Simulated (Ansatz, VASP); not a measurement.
## InP: VASP beside Ansatz

```
In P
1.0
     0.00000    2.57080    2.57080
     2.57080    0.00000    2.57080
     2.57080    2.57080    0.00000
In P
1 1
Cartesian
  0.0000 0.0000 0.0000
  2.5708 2.5708 2.5708
```

Alike in both runs: task relaxation of cell and atoms; functional LDA; k mesh 14 × 14 × 14; occupations fermi-dirac, width 0.05 eV; no spin polarisation.

|  | VASP | Ansatz |
| --- | --- | --- |
| version | VASP 6.6.1 | Ansatz 0.2.0 |
| potentials or method | VASP PAW LDA potentials, release 64 (In_d, P) | PAW with Ansatz's default frozen-core files, scalar-relativistic |
| plane-wave cutoff (eV) | 600 | 420 |
| valence electrons in the cell | 18 | 18 |

```csv
,VASP,Ansatz,Ansatz less VASP
relaxed volume (Å³/atom),19.88,19.87,-0.013
relaxed length of the cell vector where the two differ most in proportion (Å),3.831,3.830,-0.0008
```

LDA's correlation is that of Perdew and Zunger in VASP and of Perdew and Wang (1992) in Ansatz.

Noted on VASP's run: the volume moved by over 15 % at a fixed basis, so the end points are rough.
